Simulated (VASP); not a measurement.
Set up this calculation in VASP 6.6.1, as the native input.

| Item | Value |
| --- | --- |
| Task | single point |
| Functional | r2SCAN |
| Potentials or basis | VASP PAW PBE potentials, release 64 (Ti_sv, Te) |
| Cutoff | 520 eV |
| k mesh | 10 × 10 × 6 |
| Occupations | gaussian, width 0.05 eV |
| Spin | no spin polarisation |
| Dipole correction | no |
| Further INCAR settings | ALGO = Normal; EDIFF = 1e-07; NBANDS = 19 |

Crystal: TiTe2.

```
Ti Te
1.0
     3.81122    0.00000    0.00000
    -1.90561    3.30062    0.00000
     0.00000    0.00000    6.91761
Ti Te
1 2
Direct
  0.00000 0.00000 0.00000
  0.33333 0.66667 0.24481
  0.66667 0.33333 0.75519
```

One way to write it, as run:

POSCAR

```
TiTe2
1.0
    3.8112225583      0.0000000000      0.0000000000
   -1.9056112792      3.3006155550      0.0000000000
    0.0000000000      0.0000000000      6.9176056170
Ti Te
1 2
Direct
    0.0000000000      0.0000000000      0.0000000000
    0.3333333333      0.6666666667      0.2448125102
    0.6666666667      0.3333333333      0.7551874898
```

INCAR.step1

```
SYSTEM = TiTe2
ALGO     = Normal         ! electronic algorithm
EDIFF    = 1E-4           ! SCF threshold, eV
ENCUT    = 520            ! plane-wave cutoff, eV
GGA      = PE             ! functional
ISMEAR   = 0              ! smearing method
LASPH    = .True.         ! aspherical terms in the spheres
LCHARG   = .False.        ! write CHGCAR
LREAL    = .False.        ! projectors in reciprocal space
LWAVE    = .True.         ! write WAVECAR
NBANDS   = 19             ! bands
NELM     = 100            ! most SCF steps
PREC     = Accurate       ! precision mode
SIGMA    = 0.05           ! smearing width, eV
```

INCAR.step2

```
SYSTEM = TiTe2
ALGO     = Normal         ! electronic algorithm
EDIFF    = 1E-7           ! SCF threshold, eV
ENCUT    = 520            ! plane-wave cutoff, eV
ISIF     = 2              ! what is computed and relaxed
ISMEAR   = 0              ! smearing method
ISTART   = 1            
LASPH    = .True.         ! aspherical terms in the spheres
LCHARG   = .False.        ! write CHGCAR
LMIXTAU  = .True.       
LREAL    = .False.        ! projectors in reciprocal space
LWAVE    = .False.        ! write WAVECAR
METAGGA  = R2SCAN         ! meta-GGA
NBANDS   = 19             ! bands
NELM     = 100            ! most SCF steps
PREC     = Accurate       ! precision mode
SIGMA    = 0.05           ! smearing width, eV
```

KPOINTS

```
k-points
0
Gamma
  10 10 6
  0 0 0
```

Potentials or basis: VASP PAW PBE potentials, release 64 (Ti_sv, Te).

The run is started by

```bash
$ cat potpaw_PBE.64/Ti_sv/POTCAR potpaw_PBE.64/Te/POTCAR > POTCAR
$ cp INCAR.step1 INCAR
$ mpirun -np 1 vasp_std > vasp.out
$ cp INCAR.step2 INCAR
$ mpirun -np 1 vasp_std > vasp.out
```

Results of the run:

```yaml
Pressure: 0.0 GPa
Largest_force: 0.020 eV/Å
Band_gap_on_the_k_mesh: zero (bands 12 and 13 overlap by 0.50 eV)
```

Caveat: the PAW data sets were made with another functional, which shifts forces and pressure a little; spin-orbit coupling is left out, which moves the levels of the heavy elements.

Wall time 14 min on 1 thread of Intel Xeon 8259CL (shared host), peak memory 0.29 GiB.
